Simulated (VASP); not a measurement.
# KZn3 in VASP: further runs

The runs below take KZn3 through single point, with PBE.

Everything below comes from runs of VASP 6.6.1. Logs are shortened: lines on timing, memory, paths and dates and some standing lists are left out, and cuts for length are marked.

## Step 1: The cell of the first run

It takes space group P4/mmm (No. 123, tetragonal). The conventional cell has a = 4.239 Å, b = 4.239 Å, c = 4.196 Å, α = 90.00°, β = 90.00°, γ = 90.00°. Within 3.9 Å of K (site symmetry 4/mmm) lie 12 Zn at 2.98 to 3.00 Å. Zn (site symmetry mmm) has 4 K at 2.98 Å and 8 Zn at 2.98 to 3.00 Å within 3.9 Å. Within 3.9 Å of Zn (site symmetry 4/mmm) lie 8 Zn at 2.98 Å and 4 K at 3.00 Å.

## Step 2: Single point, PBE

Input file INCAR:

```
  PREC = Accurate
  ENCUT = 520
  EDIFF = 1E-6
  ISMEAR = 0
  SIGMA = 0.1
  LREAL = False
  LASPH = True
  NELM = 80
  ALGO = Normal
  ISIF = 2
  LWAVE = False
  LCHARG = True
  GGA = PE
  LELF = True
  LVHAR = True
  NBANDS = 30
```

Input file KPOINTS:

```
regular mesh
0
Gamma
  4 4 4
```

Input file POSCAR:

```
KZn3
1.0
    4.2391263257      0.0000000000      0.0000000000
    0.0000000000      4.2391263257      0.0000000000
    0.0000000000      0.0000000000      4.1955540238
K Zn
1 3
Direct
    0.0000000000      0.0000000000      0.0000000000
    0.0000000000      0.5000000000      0.5000000000
    0.5000000000      0.0000000000      0.5000000000
    0.5000000000      0.5000000000      0.0000000000
```

Potentials or basis: VASP PAW PBE potentials, release 64 (K_sv, Zn).

Started as:

```
$ cat potpaw_PBE.64/K_sv/POTCAR potpaw_PBE.64/Zn/POTCAR > POTCAR
$ mpirun -np 1 vasp_std > vasp.out
```

OUTCAR:

```text
PREC = Accurate
   ENCUT = 520
   EDIFF = 1E-6
   ISMEAR = 0
   LREAL = False
   LASPH = True
   NELM = 80
   ISIF = 2
   GGA = PE

 ion  position               nearest neighbor table
   1  0.000  0.000  0.000-   2 2.98   3 2.98   2 2.98   3 2.98   2 2.98   2 2.98   3 2.98   3 2.98
                             4 3.00   4 3.00   4 3.00   4 3.00
   2  0.000  0.500  0.500-   1 2.98   4 2.98   1 2.98   4 2.98   1 2.98   1 2.98   4 2.98   4 2.98
                             3 3.00   3 3.00   3 3.00   3 3.00
   3  0.500  0.000  0.500-   1 2.98   4 2.98   1 2.98   4 2.98   4 2.98   4 2.98   1 2.98   1 2.98
                             2 3.00   2 3.00   2 3.00   2 3.00
   4  0.500  0.500  0.000-   2 2.98   3 2.98   2 2.98   3 2.98   3 2.98   3 2.98   2 2.98   2 2.98
                             1 3.00   1 3.00   1 3.00   1 3.00

  LATTYP: Found a simple tetragonal cell.
 ALAT       =     4.2391263257
 C/A-ratio  =     0.9897213957

  Lattice vectors:

 A1 = (   4.2391263257,   0.0000000000,   0.0000000000)
 A2 = (   0.0000000000,   4.2391263257,   0.0000000000)
 A3 = (   0.0000000000,   0.0000000000,   4.1955540238)

Analysis of symmetry for initial positions (statically):
=====================================================================
 Subroutine PRICEL returns:
 Original cell was already a primitive cell.

 Routine SETGRP: Setting up the symmetry group for a
 simple tetragonal supercell.

 Subroutine GETGRP returns: Found 16 space group operations
 (whereof 16 operations were pure point group operations)
 out of a pool of 16 trial point group operations.

The static configuration has the point symmetry D_4h.

Analysis of symmetry for dynamics (positions and initial velocities):
=====================================================================
 Subroutine PRICEL returns:
 Original cell was already a primitive cell.

 Routine SETGRP: Setting up the symmetry group for a
 simple tetragonal supercell.

 Subroutine GETGRP returns: Found 16 space group operations
 (whereof 16 operations were pure point group operations)
 out of a pool of 16 trial point group operations.

The dynamic configuration has the point symmetry D_4h.

 Subroutine INISYM returns: Found 16 space group operations
 (whereof 16 operations are pure point group operations),
 and found     1 'primitive' translations

----------------------------------------------------------------------------------------

                                     Primitive cell

  volume of cell :      75.3949

  direct lattice vectors                    reciprocal lattice vectors
     4.239126326  0.000000000  0.000000000     0.235897665  0.000000000  0.000000000
     0.000000000  4.239126326  0.000000000     0.000000000  0.235897665  0.000000000
     0.000000000  0.000000000  4.195554024     0.000000000  0.000000000  0.238347545

  length of vectors
     4.239126326  4.239126326  4.195554024     0.235897665  0.235897665  0.238347545

  position of ions in fractional coordinates (direct lattice)
     0.000000000  0.000000000  0.000000000
     0.000000000  0.500000000  0.500000000
     0.500000000  0.000000000  0.500000000
     0.500000000  0.500000000  0.000000000

  ion indices of the primitive-cell ions
   primitive index   ion index
                 1           1
                 2           2
                 3           3
                 4           4

----------------------------------------------------------------------------------------

 KPOINTS: regular mesh

Automatic generation of k-mesh.
 Grid dimensions read from file:
 generate k-points for:    4    4    4

 Generating k-lattice:

  Cartesian coordinates                     Fractional coordinates (reciprocal lattice)
     0.058974416  0.000000000  0.000000000     0.250000000  0.000000000  0.000000000
     0.000000000  0.058974416  0.000000000     0.000000000  0.250000000  0.000000000
     0.000000000  0.000000000  0.059586886     0.000000000  0.000000000  0.250000000

  Length of vectors
     0.058974416  0.058974416  0.059586886

  Shift w.r.t. Gamma in fractional coordinates (k-lattice)
     0.000000000  0.000000000  0.000000000

 Subroutine IBZKPT returns following result:
 ===========================================

 Found     18 irreducible k-points:

 Following reciprocal coordinates:
            Coordinates               Weight
  0.000000  0.000000  0.000000      1.000000
  0.250000  0.000000  0.000000      4.000000
  0.500000  0.000000  0.000000      2.000000
  0.250000  0.250000  0.000000      4.000000
  0.500000  0.250000  0.000000      4.000000
  0.500000  0.500000  0.000000      1.000000
[... 10 lines left out ...]
  0.500000  0.250000  0.500000      4.000000
  0.500000  0.500000  0.500000      1.000000
   k-points           NKPTS =     18   k-points in BZ     NKDIM =     18   number of bands    NBANDS=     30
   number of dos      NEDOS =    301   number of ions     NIONS =      4
   total plane-waves  NPLWV =  32768
[... 51 lines left out ...]
 NGX is ok and might be reduce to    32
   NGX = 15   NGY = 15   NGZ = 15

 number of electron      45.0000062 magnetization

 Free energy of the ion-electron system (eV)
  ---------------------------------------------------
  ext. energy  EPLUGINS =         0.00000000
  ---------------------------------------------------
  free energy    TOTEN  =        -2.58420975 eV

  energy without entropy =       -2.56996414  energy(sigma->0) =       -2.57708695

 E-fermi :   2.6405     XC(G=0): -10.4019

 val. band max:        2.5562452030   @ k =   0.0000   0.0000   0.2500
 cond. band min:       2.6455910360   @ k =   0.2500   0.0000   0.0000
 fundamental gap:      0.0893458330
 Fermi energy:         2.6404610915

 k-point     1 :       0.0000    0.0000    0.0000
  band No.  band energies     occupation
      1     -27.9361      2.00000
      2     -11.5879      2.00000
      3     -11.5879      2.00000
      4     -11.5861      2.00000
      5      -5.6394      2.00000
      6      -5.2154      2.00000
[... 22 lines left out ...]
     29       8.9489      0.00000
     30       9.1917      0.00000

 k-point     2 :       0.2500    0.0000    0.0000
  band No.  band energies     occupation
      1     -27.9312      2.00000
      2     -11.7312      2.00000
      3     -11.5867      2.00000
      4     -11.5855      2.00000
      5      -5.3024      2.00000
      6      -5.1817      2.00000
[... 22 lines left out ...]
     29       9.0723      0.00000
     30       9.6862      0.00000

 k-point     3 :       0.5000    0.0000    0.0000
  band No.  band energies     occupation
      1     -27.9262      2.00000
      2     -11.8650      2.00000
      3     -11.5855      2.00000
      4     -11.5849      2.00000
      5      -5.1396      2.00000
      6      -5.0977      2.00000
[... 22 lines left out ...]
     29       8.3073      0.00000
     30       9.2128      0.00000

 k-point     4 :       0.2500    0.2500    0.0000
  band No.  band energies     occupation
      1     -27.9266      2.00000
      2     -11.7302      2.00000
      3     -11.6938      2.00000
      4     -11.5844      2.00000
      5      -5.1816      2.00000
      6      -5.1218      2.00000
[... 22 lines left out ...]
     29       9.0436      0.00000
     30       9.8592      0.00000

 k-point     5 :       0.5000    0.2500    0.0000
  band No.  band energies     occupation
      1     -27.9220      2.00000
      2     -11.8307      2.00000
      3     -11.6929      2.00000
      4     -11.5832      2.00000
      5      -5.0813      2.00000
      6      -5.0506      2.00000
[... 22 lines left out ...]
     29       8.5771      0.00000
     30       9.1787      0.00000
[... 328 lines left out ...]
     29       8.0522      0.00000
     30       9.5398      0.00000

 k-point    16 :       0.2500    0.2500    0.5000
  band No.  band energies     occupation
      1     -27.9170      2.00000
      2     -11.8104      2.00000
      3     -11.6871      2.00000
      4     -11.6578      2.00000
      5      -5.1511      2.00000
      6      -5.0442      2.00000
[... 22 lines left out ...]
     29       9.4338      0.00000
     30      10.3270      0.00000

 k-point    17 :       0.5000    0.2500    0.5000
  band No.  band energies     occupation
      1     -27.9131      2.00000
      2     -11.7764      2.00000
      3     -11.7597      2.00000
      4     -11.6548      2.00000
      5      -5.1271      2.00000
      6      -5.1250      2.00000
[... 22 lines left out ...]
     29      10.3450      0.00000
     30      10.3646      0.00000

 k-point    18 :       0.5000    0.5000    0.5000
  band No.  band energies     occupation
      1     -27.9096      2.00000
      2     -11.7438      2.00000
      3     -11.7279      2.00000
      4     -11.7279      2.00000
      5      -5.2154      2.00000
      6      -5.2154      2.00000
[... 22 lines left out ...]
     29      10.5794      0.00000
     30      12.0719      0.00000

------------------------ aborting loop because EDIFF is reached ----------------------------------------

  FORCE on cell =-STRESS in cart. coord.  units (eV):
  Direction    XX          YY          ZZ          XY          YZ          ZX
  --------------------------------------------------------------------------------------
  -------------------------------------------------------------------------------------
  Total        4.8337254      4.8337254      4.8017742      0.0000000     -0.0000000     -0.0000000
  in kB      102.7189384    102.7189384    102.0399598      0.0000000     -0.0000000     -0.0000000
  external PRESSURE =     102.4926122 kB  Pullay stress =       0.0000000 kB

 VOLUME and BASIS-vectors are now :
 -----------------------------------------------------------------------------
  energy-cutoff  :      520.00
  volume of cell :       75.39
      direct lattice vectors                 reciprocal lattice vectors
     4.239126326  0.000000000  0.000000000     0.235897665  0.000000000  0.000000000
     0.000000000  4.239126326  0.000000000     0.000000000  0.235897665  0.000000000
     0.000000000  0.000000000  4.195554024     0.000000000  0.000000000  0.238347545

 POSITION                                       TOTAL-FORCE (eV/Angst)
 -----------------------------------------------------------------------------------
      0.00000      0.00000      0.00000         0.000000      0.000000      0.000000
      0.00000      2.11956      2.09778         0.000000      0.000000      0.000000
      2.11956      0.00000      2.09778         0.000000      0.000000      0.000000
      2.11956      2.11956      0.00000         0.000000      0.000000      0.000000
 -----------------------------------------------------------------------------------
    total drift:                                0.000000     -0.000000     -0.000000

  FREE ENERGIE OF THE ION-ELECTRON SYSTEM (eV)
  ---------------------------------------------------
  free  energy   TOTEN  =        -2.5842097507 eV

  energy  without entropy=       -2.5699641434  energy(sigma->0) =       -2.57708695
```

Run time: 18 s. Hardware: 1 thread of AMD EPYC 9R45 (Zen 5), shared host; peak memory 0.16 GiB.

Results:

* Free energy: -2.5842 eV
* Pressure: 10.2 GPa
* Band gap on the k mesh: zero (an odd number of electrons rules out a gap without spin polarisation)

Levels at points of the mesh, in eV from the Fermi level:
```
           k point  band 19  band 20  band 21  band 22  band 23  band 24  band 25  band 26
(0.00, 0.00, 0.00)    -7.08    -7.08    -0.51    -0.38     0.37     0.37     0.50     5.78
(0.50, 0.00, 0.00)    -7.08    -5.91    -5.34     0.69     0.82     1.28     1.40     3.93
(0.50, 0.50, 0.00)    -7.32    -5.13    -3.39    -3.39    -1.81     2.45     2.45     3.99
(0.00, 0.00, 0.50)    -7.09    -5.86    -5.32     0.72     0.72     1.21     1.36     3.94
(0.50, 0.00, 0.50)    -7.31    -5.09    -3.35    -3.32    -1.82     2.34     2.39     3.81
(0.50, 0.50, 0.50)    -7.15    -2.81    -2.81    -2.78    -2.49    -0.30    -0.30    -0.25
```

Caveat: the k points lie up to 0.37 Å⁻¹ apart, too coarse for converged energies and pressures of a metal.

## Step 3: Single point, PBE

This run uses another cell than the first one, of 24.38 Å³/atom.

Input file INCAR:

```
  PREC = Accurate
  ENCUT = 520
  EDIFF = 1E-6
  ISMEAR = 0
  SIGMA = 0.1
  LREAL = F
  LASPH = T
  NELM = 100
  ALGO = Normal
  ISIF = 2
  LWAVE = F
  LCHARG = T
  GGA = PE
  LELF = T
  LVHAR = T
  NBANDS = 30
```

Input file KPOINTS:

```
Automatic mesh
0
Gamma
  4 4 4
```

Input file POSCAR:

```
KZn3
1.0
    4.6036098718      0.0000000000      0.0000000000
    0.0000000000      4.6036098718      0.0000000000
    0.0000000000      0.0000000000      4.6008727097
K Zn
1 3
Direct
    0.0000000000      0.0000000000      0.0000000000
    0.0000000000      0.5000000000      0.5000000000
    0.5000000000      0.0000000000      0.5000000000
    0.5000000000      0.5000000000      0.0000000000
```

Potentials or basis: VASP PAW PBE potentials, release 64 (K_sv, Zn).

Started as:

```
$ cat potpaw_PBE.64/K_sv/POTCAR potpaw_PBE.64/Zn/POTCAR > POTCAR
$ mpirun -np 1 vasp_std > vasp.out
```

Run time: 25 s. Hardware: 1 thread of AMD EPYC 9R45 (Zen 5), shared host; peak memory 0.19 GiB.

It converged, with:

| Quantity | Value |
| --- | --- |
| Free energy | -3.1772 eV |
| Pressure | 0.4 GPa |
| Band gap on the k mesh | zero (an odd number of electrons rules out a gap without spin polarisation) |

Levels at points of the mesh, in eV from the Fermi level:
```csv
k point,band 19,band 20,band 21,band 22,band 23,band 24,band 25,band 26
"(0.00, 0.00, 0.00)",-6.96,-6.95,-0.85,-0.84,0.42,0.42,0.43,4.85
"(0.50, 0.00, 0.00)",-6.96,-5.38,-4.67,0.15,0.92,0.93,1.57,3.23
"(0.50, 0.50, 0.00)",-7.10,-4.31,-3.37,-3.37,-1.40,2.34,2.34,3.11
"(0.00, 0.00, 0.50)",-6.96,-5.38,-4.67,0.14,0.93,0.93,1.56,3.23
"(0.50, 0.00, 0.50)",-7.10,-4.31,-3.37,-3.37,-1.40,2.33,2.34,3.11
"(0.50, 0.50, 0.50)",-7.01,-2.82,-2.82,-2.82,-1.70,-0.34,-0.34,-0.34
```

## Step 4: Single point, PBE

This run uses another cell than the first one, of 25.35 Å³/atom.

Input file INCAR:

```
PREC = Accurate ; ENCUT = 520
EDIFF = 1E-6 ; ISMEAR = 0
SIGMA = 0.1 ; LREAL = False
LASPH = True ; NELM = 80
ALGO = Fast ; ISIF = 2
LWAVE = False ; LCHARG = False
GGA = PE ; NBANDS = 30
```

Input file KPOINTS:

```
Automatic mesh
0
Gamma
  10 10 10
```

Input file POSCAR:

```
KZn3
1.0
    4.6631968012      0.0000000000      0.0000000000
    0.0000000000      4.6631968012      0.0000000000
    0.0000000000      0.0000000000      4.6631968012
K Zn
1 3
Direct
    0.0000000000      0.0000000000      0.0000000000
    0.0000000000      0.5000000000      0.5000000000
    0.5000000000      0.0000000000      0.5000000000
    0.5000000000      0.5000000000      0.0000000000
```

Started as:

```
$ cat potpaw_PBE.64/K_sv/POTCAR potpaw_PBE.64/Zn/POTCAR > POTCAR
$ mpirun -np 1 vasp_std > vasp.out
```

It took 1.7 min on 1 thread of AMD EPYC 9R45 (Zen 5), shared host; peak memory 0.27 GiB.

Results (log left out):

| Property | Result |
| --- | --- |
| Free energy | -3.1710 eV |
| Pressure | 0.1 GPa |
| Band gap on the k mesh | zero (an odd number of electrons rules out a gap without spin polarisation) |

Levels at points of the mesh, in eV from the Fermi level:
```
           k point  band 18  band 19  band 20  band 21  band 22  band 23  band 24  band 25  band 26  band 27
(0.00, 0.00, 0.00)    -6.77    -6.77    -6.63    -0.74    -0.74     0.60     0.60     0.60     4.89     5.56
(0.50, 0.00, 0.00)    -6.85    -6.77    -5.12    -4.41     0.17     1.12     1.12     1.77     3.31     3.31
(0.50, 0.50, 0.00)    -6.91    -6.89    -4.04    -3.19    -3.19    -1.16     2.50     2.50     3.16     3.58
(0.50, 0.50, 0.50)    -6.81    -6.81    -2.65    -2.65    -2.65    -1.44    -0.15    -0.15    -0.15     4.73
```

## Step 5: Single point, PBE

This run uses another cell than the first one, of 25.37 Å³/atom.

Input file INCAR:

```
SYSTEM = KZn3
PREC     = Accurate       ! precision mode
ENCUT    = 520            ! plane-wave cutoff, eV
EDIFF    = 1E-6           ! SCF threshold, eV
ISMEAR   = 0              ! smearing method
SIGMA    = 0.1            ! smearing width, eV
LREAL    = .FALSE.        ! projectors in reciprocal space
LASPH    = .TRUE.         ! aspherical terms in the spheres
NELM     = 100            ! most SCF steps
ALGO     = Fast           ! electronic algorithm
ISIF     = 2              ! what is computed and relaxed
LWAVE    = .FALSE.        ! write WAVECAR
LCHARG   = .FALSE.        ! write CHGCAR
GGA      = PE             ! functional
NBANDS   = 30             ! bands
```

Input file KPOINTS:

```
Automatic mesh
0
G
  10 10 10
  0 0 0
```

Input file POSCAR:

```
KZn3
1.0
    4.6641240271      0.0000000000      0.0000000000
    0.0000000000      4.6641240271      0.0000000000
    0.0000000000      0.0000000000      4.6641240271
K Zn
1 3
Direct
    0.0000000000      0.0000000000      0.0000000000
    0.0000000000      0.5000000000      0.5000000000
    0.5000000000      0.0000000000      0.5000000000
    0.5000000000      0.5000000000      0.0000000000
```

Started as:

```
$ cat potpaw_PBE.64/K_sv/POTCAR potpaw_PBE.64/Zn/POTCAR > POTCAR
$ mpirun -np 1 vasp_std > vasp.out
```

Run time: 1.7 min. Hardware: 1 thread of AMD EPYC 9R45 (Zen 5), shared host; peak memory 0.27 GiB.

Results (log left out):

```yaml
Free_energy: -3.1710 eV
Pressure: 0.1 GPa
Band_gap_on_the_k_mesh: zero (an odd number of electrons rules out a gap without spin polarisation)
```

Levels at points of the mesh, in eV from the Fermi level:
```tsv
k point	band 19	band 20	band 21	band 22	band 23	band 24	band 25	band 26
(0.00, 0.00, 0.00)	-6.77	-6.63	-0.74	-0.74	0.60	0.60	0.60	4.89
(0.50, 0.00, 0.00)	-6.77	-5.12	-4.41	0.17	1.12	1.12	1.77	3.31
(0.50, 0.50, 0.00)	-6.89	-4.04	-3.19	-3.19	-1.16	2.50	2.50	3.16
(0.50, 0.50, 0.50)	-6.81	-2.65	-2.65	-2.65	-1.43	-0.15	-0.15	-0.15
```

## Step 6: Summary

| cell | k mesh | gap on the mesh (eV) | pressure (GPa) |
| --- | --- | --- | --- |
| a = 4.239, b = 4.239, c = 4.196 Å, 4 atoms | 4 × 4 × 4 | none | 10.2 |
| a = 4.604, b = 4.604, c = 4.601 Å, 4 atoms | 4 × 4 × 4 | none | 0.4 |
| a = 4.663 Å, 4 atoms | 10 × 10 × 10 | none | 0.1 |
| a = 4.664 Å, 4 atoms | 10 × 10 × 10 | none | 0.1 |

Alike in all rows: task single point; level PBE; potentials or basis VASP PAW PBE potentials, release 64 (K_sv, Zn); no spin polarisation; cutoff (eV) 520; smearing gaussian 0.1 eV.

Caveats: some runs use coarse meshes.

Absolute energies hang on the potentials; compare differences alone.

The gap in the log of VASP goes by the Fermi energy; the results here count the filled bands.